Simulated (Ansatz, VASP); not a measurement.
## Two plane-wave programs on Ag

```
Ag
1.0
     0.00000    3.12250    3.12250
     3.12250    0.00000    3.12250
     3.12250    3.12250    0.00000
Ag
2
Direct
  0.12500 0.12500 0.12500
  0.87500 0.87500 0.87500
```

Alike in both runs: task single point; functional revPBE; k mesh 10 × 10 × 10; occupations fermi-dirac, width 0.1 eV; no spin polarisation.

```csv
,VASP,Ansatz
version,VASP 6.6.1,Ansatz 0.2.0
potentials or method,"VASP PAW PBE potentials, release 64 (Ag), cutoff 520 eV","plane waves (420 eV) with PAW, scalar-relativistic"
valence electrons in the cell,22,38
```

|  | VASP | Ansatz | Ansatz less VASP |
| --- | --- | --- | --- |
| pressure (GPa) | 1.1 | 1.1 | +0.04 |

VASP's potentials were made for PBE, not for revPBE. VASP's potentials hold 22 valence electrons a cell and Ansatz's 38, so a difference there can come from the potentials and not from the codes.
